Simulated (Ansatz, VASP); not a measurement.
One calculation of KF, two programs

INCAR

```
PREC     = Accurate       # precision mode
ENCUT    = 520            # plane-wave cutoff, eV
EDIFF    = 1E-7           # SCF threshold, eV
ISMEAR   = 0              # smearing method
SIGMA    = 0.05           # smearing width, eV
LREAL    = F              # projectors in reciprocal space
LASPH    = T              # aspherical terms in the spheres
NELM     = 80             # most SCF steps
ALGO     = Normal         # electronic algorithm
ISIF     = 2              # what is computed and relaxed
LWAVE    = F              # write WAVECAR
LCHARG   = F              # write CHGCAR
GGA      = RE             # functional
NBANDS   = 15             # bands
```

The input KPOINTS:

```
regular mesh
0
Gamma
  8 8 8
```

POSCAR

```
KF
1.0
    0.0000000000      2.7960869727      2.7960869727
    2.7960869727      0.0000000000      2.7960869727
    2.7960869727      2.7960869727      0.0000000000
K F
1 1
Direct
    0.0000000000      0.0000000000      0.0000000000
    0.5000000000      0.5000000000      0.5000000000
```

Input for Ansatz:

```yaml
crystal:
  lattice:
    - [0.0, 2.7960869727, 2.7960869727]
    - [2.7960869727, 0.0, 2.7960869727]
    - [2.7960869727, 2.7960869727, 0.0]
  atoms:
    - { symbol: K, position: [0.0, 0.0, 0.0] }
    - { symbol: F, position: [0.5, 0.5, 0.5] }
basis:
  ecutwfc: 420
  ecutrho_ratio: 4
kpoints:
  mp_grid: { grid: [8, 8, 8] }
hamiltonian:
  xc: revpbe
scf:
  occupations: { method: gaussian, width: 0.05 }
output:
  forces: true
  stress: true
  eigenvalues: true
```

Alike in both runs: task single point; functional revPBE; k mesh 8 × 8 × 8; occupations gaussian, width 0.05 eV; no spin polarisation.

|  | VASP | Ansatz |
| --- | --- | --- |
| version | VASP 6.6.1 | Ansatz 0.2.0 |
| potentials or method | VASP PAW PBE potentials, release 64 (K_sv, F), cutoff 520 eV | scalar-relativistic, plane waves, PAW |
| valence electrons in the cell | 16 | 16 |

```csv
,VASP,Ansatz,Ansatz less VASP
gap on the k mesh at the Fermi level (eV),5.81,5.82,+0.011
least direct gap on the mesh (eV),5.81,5.82,+0.011
pressure (GPa),-0.5,-0.4,+0.03
```

VASP's potentials were made for PBE, not for revPBE. With one functional, cell and mesh, what is left measures potentials, basis and numerics.
